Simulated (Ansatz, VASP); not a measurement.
**Two plane-wave programs on Ga**

Contents of INCAR:

```
SYSTEM = Ga
PREC = Accurate ; ENCUT = 520
EDIFF = 1E-6 ; ISMEAR = -1
SIGMA = 0.1 ; LREAL = .FALSE.
LASPH = .TRUE. ; NELM = 80
ALGO = Normal ; ISIF = 2
LWAVE = .FALSE. ; LCHARG = .TRUE.
LELF = .TRUE. ; LVHAR = .TRUE.
NBANDS = 12
```

The input KPOINTS:

```
regular mesh
0
G
  15 15 15
  0 0 0
```

The input POSCAR:

```
Ga
1.0
    0.0000000000      2.0751915099      2.0751915099
    2.0751915099      0.0000000000      2.0751915099
    2.0751915099      2.0751915099      0.0000000000
Ga
1
Direct
    0.0000000000      0.0000000000      0.0000000000
```

Input for Ansatz:

```yaml
crystal:
  lattice:
    - [0.0, 2.0751915099, 2.0751915099]
    - [2.0751915099, 0.0, 2.0751915099]
    - [2.0751915099, 2.0751915099, 0.0]
  atoms:
    - { symbol: Ga, position: [0.0, 0.0, 0.0] }
hamiltonian:
  xc: lda
  pseudopotentials:
    kind: paw
    azcp:
      Ga: "pseudopotentials/Ga.paw.azcp"
basis:
  ecutwfc: 420
  fft_grid_basis: typed
kpoints:
  mp_grid: { grid: [15, 15, 15], shift: [0, 0, 0] }
magnetization:
  spin_polarized: false
scf:
  occupations: { method: fermi_dirac, width: 0.1 }
  lower_state_search: "off"
output:
  stress: true
```

Alike in both runs: task single point; functional LDA; k mesh 15 × 15 × 15; occupations fermi-dirac, width 0.1 eV; no spin polarisation.

```csv
,VASP,Ansatz
version,VASP 6.6.1,Ansatz 0.2.0
potentials or method,"VASP PAW LDA potentials, release 64 (Ga_d), cutoff 520 eV","plane waves (420 eV) with PAW, scalar-relativistic"
valence electrons in the cell,13,13
```

```csv
,VASP,Ansatz,Ansatz less VASP
pressure (GPa),-2.7,-2.7,+0.06
```

Ansatz warns that its potentials were made for another functional, while VASP's fit it. LDA's correlation is that of Perdew and Zunger in VASP and of Perdew and Wang (1992) in Ansatz.
